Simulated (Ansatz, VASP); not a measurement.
One calculation of TiCo3, two programs

```
CELL_PARAMETERS angstrom
3.58686 0.00000 0.00000
0.00000 3.58686 0.00000
0.00000 0.00000 3.58686
ATOMIC_POSITIONS crystal
Ti 0.00000 0.00000 0.00000
Co 0.00000 0.50000 0.50000
Co 0.50000 0.00000 0.50000
Co 0.50000 0.50000 0.00000
```

Alike in both runs: functional r2SCAN; k mesh 12 × 12 × 12; occupations gaussian, width 0.1 eV; collinear spin.

Ansatz relaxed the structure, and its values are those at the end. VASP's run is a single point on that final structure, the one shown.

|  | VASP | Ansatz |
| --- | --- | --- |
| version | VASP 6.6.1 | Ansatz 0.2.0 |
| potentials or method | VASP PAW PBE potentials, release 64 (Ti_sv, Co), cutoff 520 eV | scalar-relativistic, plane waves, PAW |
| valence electrons in the cell | 39 | 63 |

```csv
,VASP,Ansatz,Ansatz less VASP
gap on the k mesh at the Fermi level (eV),none,none,-
pressure (GPa),-8.1,0.0,+8.14
net moment per atom (μB),0.00,0.71,+0.711
size of the moment on the site where the two differ most (μB),0.00,1.33,+1.328
```

The net moments are unlike, so the other rows may belong to different states. VASP's potentials were made for PBE, not for r2SCAN. Site moments also hang on the region over which each program counts them. A gap of «none» marks a metal or a gap that the smearing closes. VASP's potentials hold 39 valence electrons a cell and Ansatz's 63, so a difference there can come from the potentials and not from the codes.
